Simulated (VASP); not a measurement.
Input of a VASP 6.6.1 run:

INCAR

```
ALGO = Normal ; EDIFF = 1E-6
ENCUT = 520 ; GGA = PE
ISIF = 2 ; ISMEAR = -1
LASPH = True ; LCHARG = False
LREAL = False ; LWAVE = False
NBANDS = 21 ; NELM = 100
PREC = Accurate ; SIGMA = 0.05
```

The input KPOINTS:

```
k-points
0
Gamma
  6 6 6
```

File POSCAR:

```
Ge
1.0
    0.0000000000      2.8859759802      2.8859759802
    2.8859759802      0.0000000000      2.8859759802
    2.8859759802      2.8859759802      0.0000000000
Ge
2
Direct
    0.5000000000      0.5000000000      0.5000000000
    0.7500000000      0.7500000000      0.7500000000
```

Potentials or basis: VASP PAW PBE potentials, release 64 (Ge_d).

The run is started by

```sh
$ cat potpaw_PBE.64/Ge_d/POTCAR > POTCAR
$ mpirun -np 1 vasp_std > vasp.out
```

Problem. What does it give for the pressure?

Solution. -0.3 GPa.

Problem. Predict the band gap on the k mesh.

Solution. Zero (filled and empty bands touch).
